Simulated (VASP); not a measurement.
# AlCr2C (P6_3/mmc) in VASP: further runs

AlCr2C is run at these levels: PBE; tasks: single point, relaxation of shape and atoms at fixed volume.

Program: VASP 6.6.1. These are calculated values, not measurements. Logs are shortened: lines on timing, memory, paths and dates and some standing lists are left out, and cuts for length are marked.

### 1 The cell of the first run

It takes space group P6_3/mmc (No. 194, hexagonal). Conventional cell: a = 2.932 Å, b = 2.932 Å, c = 13.113 Å, α = 90.00°, β = 90.00°, γ = 120.00°. Al (site symmetry -6m2) has 6 Cr at 2.79 Å and 6 Al at 2.93 Å and 6 C at 3.69 Å within 3.7 Å. Cr (site symmetry 3m) has 3 C at 2.00 Å within 2.6 Å. Within 2.6 Å of C (site symmetry -3m) lie 6 Cr at 2.00 Å.

### 2 Single point, PBE (volume scaled by 1.10, then relaxed in part)

INCAR

```
  PREC = Accurate
  ENCUT = 520
  EDIFF = 1E-6
  ISMEAR = 0
  SIGMA = 0.1
  LREAL = F
  LASPH = T
  NELM = 60
  ALGO = Normal
  ISIF = 2
  LWAVE = F
  LCHARG = F
  GGA = PE
  NBANDS = 41
```

KPOINTS

```
regular mesh
0
Gamma
  12 12 4
```

POSCAR

```
AlCr2C
1.0
    2.9321340280      0.0000000000      0.0000000000
   -1.4660670140      2.5393025556      0.0000000000
    0.0000000000      0.0000000000     13.1125286135
Al Cr C
2 4 2
Direct
    0.6666666667      0.3333333333      0.2500000000
    0.3333333333      0.6666666667      0.7500000000
    0.3333333333      0.6666666667      0.4194929732
    0.6666666667      0.3333333333      0.9194929732
    0.6666666667      0.3333333333      0.5805070268
    0.3333333333      0.6666666667      0.0805070268
    0.0000000000      0.0000000000      0.5000000000
    0.0000000000      0.0000000000      0.0000000000
```

Potentials or basis: VASP PAW PBE potentials, release 64 (Al, Cr_pv, C).

Command:

```
cat potpaw_PBE.64/Al/POTCAR potpaw_PBE.64/Cr_pv/POTCAR potpaw_PBE.64/C/POTCAR > POTCAR
mpirun -np 1 vasp_std > vasp.out
```

OUTCAR:

```text
PREC = Accurate
   ENCUT = 520
   EDIFF = 1E-6
   ISMEAR = 0
   LREAL = F
   LASPH = T
   NELM = 60
   ISIF = 2
   GGA = PE

 ion  position               nearest neighbor table
   1  0.667  0.333  0.250-   3 2.79   6 2.79   3 2.79   6 2.79   3 2.79   6 2.79
   2  0.333  0.667  0.750-   4 2.79   5 2.79   4 2.79   5 2.79   4 2.79   5 2.79
   3  0.333  0.667  0.419-   7 2.00   7 2.00   7 2.00   5 2.71   5 2.71   5 2.71   1 2.79   1 2.79
                             1 2.79
   4  0.667  0.333  0.919-   8 2.00   8 2.00   8 2.00   6 2.71   6 2.71   6 2.71   2 2.79   2 2.79
                             2 2.79
   5  0.667  0.333  0.581-   7 2.00   7 2.00   7 2.00   3 2.71   3 2.71   3 2.71   2 2.79   2 2.79
                             2 2.79
   6  0.333  0.667  0.081-   8 2.00   8 2.00   8 2.00   4 2.71   4 2.71   4 2.71   1 2.79   1 2.79
                             1 2.79
   7  0.000  0.000  0.500-   3 2.00   5 2.00   5 2.00   3 2.00   5 2.00   3 2.00
   8  0.000  0.000  0.000-   4 2.00   6 2.00   4 2.00   6 2.00   4 2.00   6 2.00

  LATTYP: Found a hexagonal cell.
 ALAT       =     2.9321340280
 C/A-ratio  =     4.4720086082

  Lattice vectors:

 A1 = (   2.9321340280,   0.0000000000,   0.0000000000)
 A2 = (  -1.4660670140,   2.5393025556,   0.0000000000)
 A3 = (   0.0000000000,   0.0000000000,  13.1125286135)

Analysis of symmetry for initial positions (statically):
=====================================================================
 Subroutine PRICEL returns:
 Original cell was already a primitive cell.

 Routine SETGRP: Setting up the symmetry group for a
 hexagonal supercell.

 Subroutine GETGRP returns: Found 24 space group operations
 (whereof 12 operations were pure point group operations)
 out of a pool of 24 trial point group operations.

The static configuration has the point symmetry D_3d.
 The point group associated with its full space group is D_6h.

Analysis of symmetry for dynamics (positions and initial velocities):
=====================================================================
 Subroutine PRICEL returns:
 Original cell was already a primitive cell.

 Routine SETGRP: Setting up the symmetry group for a
 hexagonal supercell.

 Subroutine GETGRP returns: Found 24 space group operations
 (whereof 12 operations were pure point group operations)
 out of a pool of 24 trial point group operations.

The dynamic configuration has the point symmetry D_3d.
 The point group associated with its full space group is D_6h.
[... 116 lines left out ...]
   NFREE  =      0    steps in history (QN), initial steepest desc. (CG)
   ISIF   =      2    stress and relaxation
   ISYM   =      2    0-nonsym 1-usesym 2-fastsym
   POTIM  = 0.5000    time-step for ionic-motion
   TEBEG  =    0.0;   TEEND  =   0.0 temperature during run
   PSTRESS=    0.0 pullay stress
   NELECT =      62.0000    total number of electrons
   NUPDOWN=      -1.0000    fix difference up-down
   EMIN   =  10.00;   EMAX   =-10.00  energy-range for DOS
   EFERMI =   0.00;   METHOD = LEGACY
   ISMEAR =     0;   SIGMA  =   0.10  broadening in eV -4-tet -1-fermi 0-gaus
   EFERMI_NEDOS =   21; number of points for ismear=-14 and -15
   IALGO  =     38    algorithm
   IMIX   =      4    mixing-type and parameters
     AMIX     =   0.40;   BMIX     =  1.00
     AMIX_MAG =   1.60;   BMIX_MAG =  1.00
  volume/ion in A,a.u.               =      12.20        82.36
  Fermi-wavevector in a.u.,A,eV,Ry     =   1.407161  2.659149 26.940928  1.980102
  Thomas-Fermi vector in A             =   2.529448
   LORBIT       =      0    0 simple, 1 ext, 2 COOP (PROOUT), +10 PAW based schemes
   GGA     = PE    functional components
   LHFCALC =     F    Hartree Fock is set to
   AEXX    =    0.0000 exact exchange contribution
   IVDW    =     0    specifies the selected vdW correction
   LEPSILON=     F    determine dielectric tensor
   LRPA    =     F    only Hartree local field effects (RPA)
 non-spin polarized calculation
 Gauss-broadening in eV      SIGMA  =   0.10
  energy-cutoff  :      520.00
  volume of cell :       97.63
 maximum number of plane-waves:      2688
 NGX is ok and might be reduce to    24
   NGX = 11   NGY = 11   NGZ = 49

 number of electron      61.9999994 magnetization

 Free energy of the ion-electron system (eV)
  ---------------------------------------------------
  ext. energy  EPLUGINS =         0.00000000
  ---------------------------------------------------
  free energy    TOTEN  =       -65.06823697 eV

  energy without entropy =      -65.03192669  energy(sigma->0) =      -65.05008183

 E-fermi :   8.7902     XC(G=0): -11.9682

 val. band max:        8.7808801993   @ k =   0.1667   0.0833   0.0000
 cond. band min:       8.7935722580   @ k =   0.4167   0.0833   0.5000
 fundamental gap:      0.0126920587
 Fermi energy:         8.7902327646

 k-point     1 :       0.0000    0.0000    0.0000
  band No.  band energies     occupation
      1     -34.5874      2.00000
      2     -34.5868      2.00000
      3     -34.4472      2.00000
      4     -34.4472      2.00000
      5     -34.4472      2.00000
      6     -34.4472      2.00000
[... 1045 lines left out ...]
     40      11.4724      0.00000
     41      11.5926      0.00000

 [... further k-points ...]

------------------------ aborting loop because EDIFF is reached ----------------------------------------

  FORCE on cell =-STRESS in cart. coord.  units (eV):
  Direction    XX          YY          ZZ          XY          YZ          ZX
  --------------------------------------------------------------------------------------
  -------------------------------------------------------------------------------------
  Total       -8.6759183     -8.6759183     -8.7271654      0.0000000      0.0000000     -0.0000000
  in kB     -142.3774857   -142.3774857   -143.2184834      0.0000000      0.0000000     -0.0000000
  external PRESSURE =    -142.6578183 kB  Pullay stress =       0.0000000 kB

 VOLUME and BASIS-vectors are now :
 -----------------------------------------------------------------------------
  energy-cutoff  :      520.00
  volume of cell :       97.63
      direct lattice vectors                 reciprocal lattice vectors
     2.932134028  0.000000000  0.000000000     0.341048530  0.196904461  0.000000000
    -1.466067014  2.539302556  0.000000000     0.000000000  0.393808921  0.000000000
     0.000000000  0.000000000 13.112528614     0.000000000  0.000000000  0.076262941

 POSITION                                       TOTAL-FORCE (eV/Angst)
 -----------------------------------------------------------------------------------
      1.46607      0.84643      3.27813         0.000000     -0.000000      0.000000
     -0.00000      1.69287      9.83440        -0.000000      0.000000      0.000000
     -0.00000      1.69287      5.50061        -0.000000     -0.000000     -0.038103
      1.46607      0.84643     12.05688         0.000000     -0.000000     -0.038103
      1.46607      0.84643      7.61191         0.000000      0.000000      0.038103
     -0.00000      1.69287      1.05565        -0.000000      0.000000      0.038103
      0.00000      0.00000      6.55626        -0.000000      0.000000      0.000000
      0.00000      0.00000      0.00000        -0.000000      0.000000      0.000000
 -----------------------------------------------------------------------------------
    total drift:                               -0.000000      0.000000     -0.000000

  FREE ENERGIE OF THE ION-ELECTRON SYSTEM (eV)
  ---------------------------------------------------
  free  energy   TOTEN  =       -65.0682369668 eV

  energy  without entropy=      -65.0319266935  energy(sigma->0) =      -65.05008183
```

stdout:

```text
POSCAR found type information on POSCAR AlCrC
 POSCAR found :  3 types and       8 ions
 scaLAPACK will be used
 LDA part: xc-table for (Slater+PW92), standard interpolation
 POSCAR, INCAR and KPOINTS ok, starting setup
 FFT: planning ... GRIDC
 FFT: planning ... GRID_SOFT
 FFT: planning ... GRID
 WAVECAR not read
 entering main loop
```

It took 3.3 min on 1 thread of Intel Xeon 6975P-C, shared host; peak memory 0.35 GiB.

Results:

- Free energy: -65.0682 eV
- Pressure: -14.3 GPa
- Largest force: 0.038 eV/Å
- Band gap on the k mesh: zero (band 31 reaches 9.15 eV, above the bottom of band 32 at 8.38 eV)

Forces in eV/Å, atoms in the order of the input:
```
Al   0.000  0.000  0.000
Al   0.000  0.000  0.000
Cr   0.000  0.000 -0.038
Cr   0.000  0.000 -0.038
Cr   0.000  0.000  0.038
Cr   0.000  0.000  0.038
C    0.000  0.000  0.000
C    0.000  0.000  0.000
```

Caveat: the cell differs from its parent crystal (volume scaled by 1.10, then relaxed in part). Spin polarisation is off, so any magnetic state and its effect on volume and gap are missing.

### 3 Relaxation of shape and atoms at fixed volume, PBE (volume scaled by 0.88)

INCAR

```
SYSTEM = AlCr2C
ALGO = Normal
EDIFF = 1E-7
EDIFFG = -0.01
ENCUT = 600
GGA = PE
IBRION = 2
ISIF = 4
ISMEAR = 0
LASPH = .TRUE.
LCHARG = .FALSE.
LREAL = .FALSE.
LWAVE = .FALSE.
NELM = 60
NSW = 50
PREC = Accurate
SIGMA = 0.1
```

KPOINTS

```
k-points
0
G
  12 12 4
  0 0 0
```

POSCAR

```
AlCr2C
1.0
    2.7193929578      0.0000000000      0.0000000000
   -1.3596964789      2.3550633843      0.0000000000
    0.0000000000      0.0000000000     12.1955147238
Al Cr C
2 4 2
Direct
    0.6666666667      0.3333333333      0.2500000000
    0.3333333333      0.6666666667      0.7500000000
    0.3333333333      0.6666666667      0.4124056522
    0.6666666667      0.3333333333      0.9124056522
    0.6666666667      0.3333333333      0.5875943478
    0.3333333333      0.6666666667      0.0875943478
    0.0000000000      0.0000000000      0.5000000000
    0.0000000000      0.0000000000      0.0000000000
```

Potentials or basis: VASP PAW PBE potentials, release 64 (Al, Cr_pv, C).

Command:

```
cat potpaw_PBE.64/Al/POTCAR potpaw_PBE.64/Cr_pv/POTCAR potpaw_PBE.64/C/POTCAR > POTCAR
mpirun -np 1 vasp_std > vasp.out
```

It took 11 min on 1 thread of Intel Xeon 6975P-C, shared host; peak memory 0.35 GiB.

It converged, with:

- Free energy: -64.5629 eV
- Energy gained by relaxing: 1.7 meV/atom
- Ionic steps: 5
- Pressure after relaxing: 31.6 GPa
- Largest force after relaxing: 0.010 eV/Å
- Band gap on the k mesh: zero (band 31 reaches 12.10 eV, above the bottom of band 32 at 11.15 eV)

Forces on the atoms (eV/Å):
```
Al   0.000  0.000  0.000
Al   0.000  0.000  0.000
Cr   0.000  0.000  0.010
Cr   0.000  0.000  0.010
Cr   0.000  0.000 -0.010
Cr   0.000  0.000 -0.010
C    0.000  0.000  0.000
C    0.000  0.000  0.000
```

Stress tensor (GPa, compression positive):
```
31.56  0.00  0.00
 0.00 31.56  0.00
 0.00  0.00 31.64
```

The path:
```tsv
step	energy change (eV)	largest force (eV/Å)	pressure (GPa)	volume (Å³)
1	0.0000	0.4582	33.08	78.10
2	-0.0101	0.2273	30.95	78.10
3	-0.0135	0.0004	31.63	78.10
4	-0.0135	0.0100	31.60	78.10
5	-0.0136	0.0096	31.59	78.10
```

Final structure:
```cif
data_structure
_symmetry_space_group_name_H-M 'P 1'
_symmetry_Int_Tables_number 1
_cell_length_a 2.7179
_cell_length_b 2.7179
_cell_length_c 12.2087
_cell_angle_alpha 90.000
_cell_angle_beta 90.000
_cell_angle_gamma 120.000
_cell_volume 78.10
loop_
_atom_site_label
_atom_site_type_symbol
_atom_site_fract_x
_atom_site_fract_y
_atom_site_fract_z
_atom_site_occupancy
Al1 Al 0.66667 0.33333 0.25000 1
Al2 Al 0.33333 0.66667 0.75000 1
Cr1 Cr 0.33333 0.66667 0.41117 1
Cr2 Cr 0.66667 0.33333 0.91117 1
Cr3 Cr 0.66667 0.33333 0.58883 1
Cr4 Cr 0.33333 0.66667 0.08883 1
C1 C 0.00000 0.00000 0.50000 1
C2 C 0.00000 0.00000 0.00000 1
```

Levels at points of the mesh, in eV from the Fermi level:
```
           k point  band 28  band 29  band 30  band 31  band 32  band 33
(0.00, 0.00, 0.00)    -1.12    -1.11    -1.11    -0.22    -0.22    -0.17
(0.50, 0.00, 0.00)    -2.15     0.16     0.26     0.40     0.49     1.14
(0.00, 0.00, 0.50)    -1.11    -1.11    -1.11    -0.20    -0.20    -0.20
(0.50, 0.00, 0.50)    -2.16     0.33     0.33     0.34     0.34     1.15
```

Caveat: the cell differs from its parent crystal (volume scaled by 0.88). Spin polarisation is off, so any magnetic state and its effect on volume and gap are missing.

[end of part 1 of 2]
